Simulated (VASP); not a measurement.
# MgO (F-43m) in VASP: single point with r2SCAN

Aim: the single point of MgO with r2SCAN.

Everything below comes from runs of VASP 6.6.1. Logs are shortened: lines on timing, memory, paths and dates and some standing lists are left out, and cuts for length are marked.

## (1) The cell of the first run

The structure is cubic, space group F-43m (No. 216). The conventional cell has a = 4.564 Å, b = 4.564 Å, c = 4.564 Å, α = 90.00°, β = 90.00°, γ = 90.00°. Mg (site symmetry -43m) has 4 O at 1.98 Å within 2.6 Å. O (site symmetry -43m) has 4 Mg at 1.98 Å within 2.6 Å.

## (2) Single point, r2SCAN

File POSCAR:

```
MgO
1.0
    0.0000000000      2.2820056624      2.2820056624
    2.2820056624      0.0000000000      2.2820056624
    2.2820056624      2.2820056624      0.0000000000
Mg O
1 1
Direct
    0.0000000000      0.0000000000      0.0000000000
    0.2500000000      0.2500000000      0.2500000000
```

File INCAR.step1:

```
SYSTEM = MgO
PREC = Accurate
ENCUT = 750
ISMEAR = 1
SIGMA = 0.5
LREAL = .FALSE.
LASPH = .TRUE.
NELM = 120
NBANDS = 15
GGA = PE
ALGO = Normal
EDIFF = 1E-5
LWAVE = .TRUE.
LCHARG = .FALSE.
GGA_COMPAT = .FALSE.
```

File INCAR.step2:

```
SYSTEM = MgO
PREC = Accurate
ENCUT = 750
EDIFF = 1E-6
ISMEAR = 1
SIGMA = 0.5
LREAL = .FALSE.
LASPH = .TRUE.
NELM = 120
ALGO = Normal
ISIF = 2
LWAVE = .FALSE.
LCHARG = .FALSE.
METAGGA = R2SCAN
LMIXTAU = .TRUE.
NBANDS = 15
ISTART = 1
GGA_COMPAT = .FALSE.
```

File KPOINTS:

```
Automatic mesh
0
G
  6 6 6
  0 0 0
```

Potentials or basis: VASP PAW PBE potentials, release 64 (Mg_sv, O).

Launch:

```console
$ cat potpaw_PBE.64/Mg_sv/POTCAR potpaw_PBE.64/O/POTCAR > POTCAR
$ cp INCAR.step1 INCAR
$ mpirun -np 1 vasp_std > vasp.out
$ cp INCAR.step2 INCAR
$ mpirun -np 1 vasp_std > vasp.out
```

OUTCAR:

```text
SYSTEM = MgO
   PREC = Accurate
   ENCUT = 750
   EDIFF = 1E-6
   ISMEAR = 1
   LREAL = .FALSE.
   LASPH = .TRUE.
   NELM = 120
   ISIF = 2
   METAGGA = R2SCAN
   ISTART = 1

 ion  position               nearest neighbor table
   1  0.000  0.000  0.000-   2 1.98   2 1.98   2 1.98   2 1.98
   2  0.250  0.250  0.250-   1 1.98   1 1.98   1 1.98   1 1.98

  LATTYP: Found a face centered cubic cell.
 ALAT       =     4.5640113248

  Lattice vectors:

 A1 = (   0.0000000000,   2.2820056624,   2.2820056624)
 A2 = (   2.2820056624,   0.0000000000,   2.2820056624)
 A3 = (   2.2820056624,   2.2820056624,   0.0000000000)

Analysis of symmetry for initial positions (statically):
=====================================================================
 Subroutine PRICEL returns:
 Original cell was already a primitive cell.

 Routine SETGRP: Setting up the symmetry group for a
 face centered cubic supercell.

 Subroutine GETGRP returns: Found 24 space group operations
 (whereof 24 operations were pure point group operations)
 out of a pool of 48 trial point group operations.

The static configuration has the point symmetry T_d .

Analysis of symmetry for dynamics (positions and initial velocities):
=====================================================================
 Subroutine PRICEL returns:
 Original cell was already a primitive cell.

 Routine SETGRP: Setting up the symmetry group for a
 face centered cubic supercell.

 Subroutine GETGRP returns: Found 24 space group operations
 (whereof 24 operations were pure point group operations)
 out of a pool of 48 trial point group operations.

The dynamic configuration has the point symmetry T_d .

 Subroutine INISYM returns: Found 24 space group operations
 (whereof 24 operations are pure point group operations),
 and found     1 'primitive' translations

----------------------------------------------------------------------------------------

                                     Primitive cell

  volume of cell :      23.7673

  direct lattice vectors                    reciprocal lattice vectors
     0.000000000  2.282005662  2.282005662    -0.219105504  0.219105504  0.219105504
     2.282005662  0.000000000  2.282005662     0.219105504 -0.219105504  0.219105504
     2.282005662  2.282005662  0.000000000     0.219105504  0.219105504 -0.219105504

  length of vectors
     3.227243357  3.227243357  3.227243357     0.379501865  0.379501865  0.379501865

  position of ions in fractional coordinates (direct lattice)
     0.000000000  0.000000000  0.000000000
     0.250000000  0.250000000  0.250000000

  ion indices of the primitive-cell ions
   primitive index   ion index
                 1           1
                 2           2

----------------------------------------------------------------------------------------

 KPOINTS: Automatic mesh

Automatic generation of k-mesh.
 Grid dimensions read from file:
 generate k-points for:    6    6    6

 Generating k-lattice:

  Cartesian coordinates                     Fractional coordinates (reciprocal lattice)
    -0.036517584  0.036517584  0.036517584     0.166666667  0.000000000  0.000000000
     0.036517584 -0.036517584  0.036517584     0.000000000  0.166666667  0.000000000
     0.036517584  0.036517584 -0.036517584     0.000000000  0.000000000  0.166666667

  Length of vectors
     0.063250311  0.063250311  0.063250311

  Shift w.r.t. Gamma in fractional coordinates (k-lattice)
     0.000000000  0.000000000  0.000000000

 Subroutine IBZKPT returns following result:
 ===========================================

 Found     16 irreducible k-points:

 Following reciprocal coordinates:
            Coordinates               Weight
  0.000000  0.000000  0.000000      1.000000
  0.166667  0.000000  0.000000      8.000000
  0.333333  0.000000  0.000000      8.000000
  0.500000  0.000000  0.000000      4.000000
  0.166667  0.166667  0.000000      6.000000
  0.333333  0.166667  0.000000     24.000000
[... 8 lines left out ...]
 -0.333333  0.333333  0.166667     24.000000
 -0.333333  0.500000  0.166667     12.000000
   k-points           NKPTS =     16   k-points in BZ     NKDIM =     16   number of bands    NBANDS=     15
   number of dos      NEDOS =    301   number of ions     NIONS =      2
   total plane-waves  NPLWV =  27000
   dimension x,y,z NGX =    30 NGY =   30 NGZ =   30
   dimension x,y,z NGXF=    60 NGYF=   60 NGZF=   60
   ions per type =               1   1
   NGX,Y,Z   is equivalent  to a cutoff of  15.45, 15.45, 15.45 a.u.
   NGXF,Y,Z  is equivalent  to a cutoff of  30.91, 30.91, 30.91 a.u.
 SYSTEM =  MgO
   PREC   = accura    normal or accurate (medium, high low for compatibility)
   ISTART =      1    job   : 0-new  1-cont  2-samecut
   ICHARG =      0    charge: 1-file 2-atom 10-const
   ISPIN  =      1    spin polarized calculation?
   LNONCOLLINEAR =      F non collinear calculations
   LSORBIT =      F    spin-orbit coupling
   LASPH  =      T    aspherical Exc in radial PAW
   ENCUT  =  750.0 eV  55.12 Ry    7.42 a.u.   7.21  7.21  7.21*2*pi/ulx,y,z
   NELM   =    120;   NELMIN=  2; NELMDL=  0     # of ELM steps
   EDIFF  = 0.1E-05   stopping-criterion for ELM
   LREAL  =      F    real-space projection
   EDIFFG = 0.1E-04   stopping-criterion for IOM
   NSW    =      0    number of steps for IOM
   IBRION =     -1    ionic relax: 0-MD 1-quasi-New 2-CG
   NFREE  =      0    steps in history (QN), initial steepest desc. (CG)
   ISIF   =      2    stress and relaxation
   ISYM   =      2    0-nonsym 1-usesym 2-fastsym
   POTIM  = 0.5000    time-step for ionic-motion
   TEBEG  =    0.0;   TEEND  =   0.0 temperature during run
   PSTRESS=    0.0 pullay stress
   NELECT =      16.0000    total number of electrons
   NUPDOWN=      -1.0000    fix difference up-down
   EMIN   =  10.00;   EMAX   =-10.00  energy-range for DOS
   EFERMI =   0.00;   METHOD = LEGACY
   ISMEAR =     1;   SIGMA  =   0.50  broadening in eV -4-tet -1-fermi 0-gaus
   EFERMI_NEDOS =   21; number of points for ismear=-14 and -15
   IALGO  =     38    algorithm
   IMIX   =      4    mixing-type and parameters
     AMIX     =   0.40;   BMIX     =  1.00
     AMIX_MAG =   1.60;   BMIX_MAG =  1.00
  volume/ion in A,a.u.               =      11.88        80.19
  Fermi-wavevector in a.u.,A,eV,Ry     =   1.434789  2.711359 28.009227  2.058620
  Thomas-Fermi vector in A             =   2.554159
   LORBIT       =      0    0 simple, 1 ext, 2 COOP (PROOUT), +10 PAW based schemes
   METAGGA = R2SCAN    functional components
   LHFCALC =     F    Hartree Fock is set to
   AEXX    =    0.0000 exact exchange contribution
   IVDW    =     0    specifies the selected vdW correction
   LEPSILON=     F    determine dielectric tensor
   LRPA    =     F    only Hartree local field effects (RPA)
 non-spin polarized calculation
 Methfessel and Paxton  Order N= 1 SIGMA  =   0.50
  energy-cutoff  :      750.00
  volume of cell :       23.77
 maximum number of plane-waves:      1125
 NGX is ok and might be reduce to    30
   NGX = 15   NGY = 15   NGZ = 15

 number of electron      15.9999997 magnetization

 Free energy of the ion-electron system (eV)
  ---------------------------------------------------
  ext. energy  EPLUGINS =         0.00000000
  ---------------------------------------------------
  free energy    TOTEN  =       -15.83221001 eV

  energy without entropy =      -15.87984794  energy(sigma->0) =      -15.84808932

 E-fermi :   0.3340     XC(G=0): -10.5155

 val. band max:        0.1381333976   @ k =   0.0000   0.0000   0.0000
 cond. band min:       4.4860030260   @ k =   0.0000   0.0000   0.0000
 fundamental gap:      4.3478696284
 Fermi energy:         0.3340020991

 k-point     1 :       0.0000    0.0000    0.0000
  band No.  band energies     occupation
      1     -73.9878      2.00000
      2     -39.0993      2.00000
      3     -39.0993      2.00000
      4     -39.0993      2.00000
      5     -16.6829      2.00000
      6       0.1381      1.60999
      7       0.1381      1.60999
      8       0.1381      1.60999
      9       4.4860     -0.00000
     10      18.1316      0.00000
     11      18.1316      0.00000
     12      18.1317      0.00000
     13      21.5699      0.00000
     14      21.5699      0.00000
     15      21.6814      0.00000

 k-point     2 :       0.1667    0.0000    0.0000
  band No.  band energies     occupation
      1     -73.9872      2.00000
      2     -39.1106      2.00000
      3     -39.1011      2.00000
      4     -39.1011      2.00000
      5     -16.5261      2.00000
      6      -0.8922      2.00286
      7       0.0914      1.72368
      8       0.0914      1.72368
      9       5.7736     -0.00000
     10      15.9739      0.00000
     11      17.7531      0.00000
     12      17.7531      0.00000
     13      19.9471      0.00000
     14      19.9471      0.00000
     15      20.7705      0.00000

 k-point     3 :       0.3333    0.0000    0.0000
  band No.  band energies     occupation
      1     -73.9856      2.00000
      2     -39.1323      2.00000
      3     -39.1040      2.00000
      4     -39.1040      2.00000
      5     -16.1961      2.00000
      6      -2.2910      2.00000
      7       0.0010      1.89485
      8       0.0010      1.89485
      9       7.9561     -0.00000
     10      12.8742      0.00000
     11      16.3008      0.00000
     12      16.3008      0.00000
     13      20.6628      0.00000
     14      21.6337      0.00000
     15      21.6337      0.00000

 k-point     4 :       0.5000    0.0000    0.0000
  band No.  band energies     occupation
      1     -73.9849      2.00000
      2     -39.1433      2.00000
      3     -39.1056      2.00000
      4     -39.1056      2.00000
      5     -16.0219      2.00000
      6      -2.8569      2.00000
      7      -0.0430      1.95471
      8      -0.0430      1.95471
      9       9.7927     -0.00000
     10      10.6992      0.00000
     11      15.7230      0.00000
     12      15.7230      0.00000
     13      21.0669      0.00000
     14      23.3419      0.00000
     15      23.3419      0.00000
[... 163 lines left out ...]
 k-point    14 :       0.5000    0.3333    0.1667
  band No.  band energies     occupation
      1     -73.9847      2.00000
      2     -39.1340      2.00000
      3     -39.1161      2.00000
      4     -39.1090      2.00000
      5     -15.9838      2.00000
      6      -2.0999      2.00000
      7      -0.8480      2.00416
      8      -0.3165      2.06930
      9       8.5392     -0.00000
     10      12.4157      0.00000
     11      14.6649      0.00000
     12      16.6078      0.00000
     13      19.8172      0.00000
     14      23.3146      0.00000
     15      25.6409      0.00000

 k-point    15 :      -0.3333    0.3333    0.1667
  band No.  band energies     occupation
      1     -73.9842      2.00000
      2     -39.1364      2.00000
      3     -39.1207      2.00000
      4     -39.1112      2.00000
      5     -15.8709      2.00000
      6      -2.0682      2.00000
      7      -1.2037      2.00012
      8      -0.4786      2.04380
      9       9.0073     -0.00000
     10      11.9926      0.00000
     11      14.5451      0.00000
     12      16.2221      0.00000
     13      21.2159      0.00000
     14      22.1334      0.00000
     15      26.9135      0.00000

 k-point    16 :      -0.3333    0.5000    0.1667
  band No.  band energies     occupation
      1     -73.9840      2.00000
      2     -39.1383      2.00000
      3     -39.1200      2.00000
      4     -39.1146      2.00000
      5     -15.8202      2.00000
      6      -1.9694      2.00000
      7      -1.0827      2.00046
      8      -0.8147      2.00546
      9       8.1420     -0.00000
     10      12.6500      0.00000
     11      15.3556      0.00000
     12      15.7267      0.00000
     13      19.8867      0.00000
     14      24.3382      0.00000
     15      25.2159      0.00000

------------------------ aborting loop because EDIFF is reached ----------------------------------------

  FORCE on cell =-STRESS in cart. coord.  units (eV):
  Direction    XX          YY          ZZ          XY          YZ          ZX
  --------------------------------------------------------------------------------------
  -------------------------------------------------------------------------------------
  Total       -0.0361317     -0.0361317     -0.0361317      0.0000000      0.0000000      0.0000000
  in kB       -2.4356749     -2.4356749     -2.4356749      0.0000000      0.0000000      0.0000000
  external PRESSURE =      -2.4356749 kB  Pullay stress =       0.0000000 kB

 VOLUME and BASIS-vectors are now :
 -----------------------------------------------------------------------------
  energy-cutoff  :      750.00
  volume of cell :       23.77
      direct lattice vectors                 reciprocal lattice vectors
     0.000000000  2.282005662  2.282005662    -0.219105504  0.219105504  0.219105504
     2.282005662  0.000000000  2.282005662     0.219105504 -0.219105504  0.219105504
     2.282005662  2.282005662  0.000000000     0.219105504  0.219105504 -0.219105504

 POSITION                                       TOTAL-FORCE (eV/Angst)
 -----------------------------------------------------------------------------------
      0.00000      0.00000      0.00000        -0.000000     -0.000000     -0.000000
      1.14100      1.14100      1.14100         0.000000      0.000000      0.000000
 -----------------------------------------------------------------------------------
    total drift:                               -0.000000     -0.000000      0.000000

  FREE ENERGIE OF THE ION-ELECTRON SYSTEM (eV)
  ---------------------------------------------------
  free  energy   TOTEN  =       -15.8322100135 eV

  energy  without entropy=      -15.8798479385  energy(sigma->0) =      -15.84808932
```

Wall time 50 s (1 thread of Intel Xeon Platinum 8259CL at 2.50GHz (Skylake/Cascade Lake), shared host); peak memory 0.16 GiB.

What came out:

| Quantity | Value |
| --- | --- |
| Free energy | -15.8322 eV |
| Pressure | -0.2 GPa |
| Band gap on the k mesh | 4.35 eV |

Levels at points of the mesh, in eV from the valence-band top:
```csv
k point,band 6,band 7,band 8,band 9,band 10,band 11
"(0.00, 0.00, 0.00)",0.00,0.00,0.00,4.35,17.99,17.99
"(0.50, 0.00, 0.00)",-3.00,-0.18,-0.18,9.65,10.56,15.58
"(0.50, 0.50, 0.00)",-2.49,-0.74,-0.74,6.97,12.49,15.42
```

Caveat: the PAW data sets were made with another functional, which shifts forces and pressure a little.
